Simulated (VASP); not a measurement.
Wanted: the native input for a VASP 6.6.1 run.

| Property | Result |
| --- | --- |
| Task | density of states |
| Functional | PBE |
| Potentials or basis | VASP PAW PBE potentials, release 64 (Ca_sv) |
| Cutoff | 520 eV |
| k mesh | 10 × 10 × 3 |
| Occupations | fermi-dirac, width 0.08 eV |
| Spin | no spin polarisation |
| Dipole correction | no |
| k mesh for the DOS | 15 × 15 × 5 |
| Occupations for the DOS | tetrahedron |
| Further INCAR settings | ALGO = Normal; EDIFF = 1e-07 |

The system is Ca.

```
CELL_PARAMETERS angstrom
2.94344 0.00000 0.00000
-1.47172 2.54909 0.00000
0.00000 0.00000 9.69936
ATOMIC_POSITIONS crystal
Ca 0.00000 0.00000 0.00000
Ca 0.00000 0.00000 0.50000
Ca 0.33333 0.66667 0.25000
Ca 0.66667 0.33333 0.75000
```

This cell differs from its parent crystal: volume scaled by 0.43.

The input as run:

POSCAR

```
Ca
1.0
    2.9434397002      0.0000000000      0.0000000000
   -1.4717198501      2.5490935549      0.0000000000
    0.0000000000      0.0000000000      9.6993571606
Ca
4
Direct
    0.0000000000      0.0000000000      0.0000000000
    0.0000000000      0.0000000000      0.5000000000
    0.3333333333      0.6666666667      0.2500000000
    0.6666666667      0.3333333333      0.7500000000
```

INCAR.step1

```
SYSTEM = Ca
PREC = Accurate
ENCUT = 520
EDIFF = 1E-7
ISMEAR = -1
SIGMA = 0.08
LREAL = .False.
LASPH = .True.
NELM = 60
ALGO = Normal
ISIF = 2
LWAVE = .False.
LCHARG = .True.
GGA = PE
NBANDS = 28
```

KPOINTS.step1

```
Automatic mesh
0
Gamma
  10 10 3
  0 0 0
```

INCAR.step2

```
SYSTEM = Ca
PREC = Accurate
ENCUT = 520
EDIFF = 1E-7
ISMEAR = -5
SIGMA = 0.08
LREAL = .False.
LASPH = .True.
NELM = 60
ALGO = Normal
ISIF = 2
LWAVE = .False.
LCHARG = .False.
GGA = PE
LORBIT = 11
NEDOS = 1001
ICHARG = 11
```

KPOINTS.step2

```
Automatic mesh
0
Gamma
  15 15 5
  0 0 0
```

Potentials or basis: VASP PAW PBE potentials, release 64 (Ca_sv).

Command:

```console
$ cat potpaw_PBE.64/Ca_sv/POTCAR > POTCAR
$ cp INCAR.step1 INCAR
$ cp KPOINTS.step1 KPOINTS
$ mpirun -np 1 vasp_std > vasp.out
$ cp INCAR.step2 INCAR
$ cp KPOINTS.step2 KPOINTS
$ mpirun -np 1 vasp_std > vasp.out
```

It gave:

- Valence electrons inside the program's atomic spheres: Ca 8.56, 8.57

Wall time 120 s on 1 thread of Intel Xeon 6975P-C (shared host), peak memory 0.26 GiB.
